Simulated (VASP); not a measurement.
Set up this calculation in VASP 6.6.1, as the native input.

```yaml
Task: relaxation of cell and atoms
Functional: PBE
Potentials_or_basis: VASP PAW PBE potentials, release 64 (Be, Ge_d, N)
Cutoff: 600 eV
k_mesh: 6 × 6 × 4
Occupations: gaussian, width 0.1 eV
Spin: no spin polarisation
Dipole_correction: no
Further_INCAR_settings: ALGO = Normal; EDIFF = 1e-06; IBRION = 2; EDIFFG = -0.04; NSW = 90; ISIF = 3
```

The structure of Be2GeN2 lies in POSCAR:

```
Be2GeN2
1.0
    3.1572570500      0.0000000000      0.0000000000
    0.0000000000      3.1572570500      0.0000000000
    0.0000000000      0.0000000000      4.4650357400
Be Ge N
2 1 2
Direct
    0.0000000000      0.0000000000      0.5000000000
    0.5000000000      0.5000000000      0.0000000000
    0.0000000000      0.0000000000      0.0000000000
    0.5000000000      0.0000000000      0.7500000000
    0.0000000000      0.5000000000      0.2500000000
```

The input as run:

INCAR

```
SYSTEM = Be2GeN2
  PREC = Accurate
  ENCUT = 600
  EDIFF = 1E-6
  ISMEAR = 0
  SIGMA = 0.1
  LREAL = .False.
  LASPH = .True.
  NELM = 100
  ALGO = Normal
  ISIF = 3
  LWAVE = .False.
  LCHARG = .False.
  GGA = PE
  IBRION = 2
  NSW = 90
  EDIFFG = -0.04
```

KPOINTS

```
regular mesh
0
Gamma
  6 6 4
  0 0 0
```

Potentials or basis: VASP PAW PBE potentials, release 64 (Be, Ge_d, N).

Launch:

```sh
$ cat potpaw_PBE.64/Be/POTCAR potpaw_PBE.64/Ge_d/POTCAR potpaw_PBE.64/N/POTCAR > POTCAR
$ mpirun -np 1 vasp_std > vasp.out
```

Results of the run:

The relaxed volume is 11.05 Å³/atom and the relaxed cell is a = 3.566 Å, b = 3.566 Å, c = 4.343 Å, α = 90.00°, β = 90.00°, γ = 90.00°. The space group after relaxing (to 0.05 Å) is P-4m2 (No. 115), the energy gained by relaxing is 284.8 meV/atom and the ionic steps are 12. The pressure after relaxing is 0.3 GPa, the largest force after relaxing is 0.023 eV/Å and the band gap on the k mesh is zero (band 14 reaches 9.25 eV, above the bottom of band 15 at 4.88 eV).

Caveat: the volume moved by over 15 % at a fixed basis, so the end points are rough.

Run time: 100 s on 1 thread of Intel(R) Xeon(R) 6975P-C (Granite Rapids), on a shared host, peak memory 0.19 GiB.
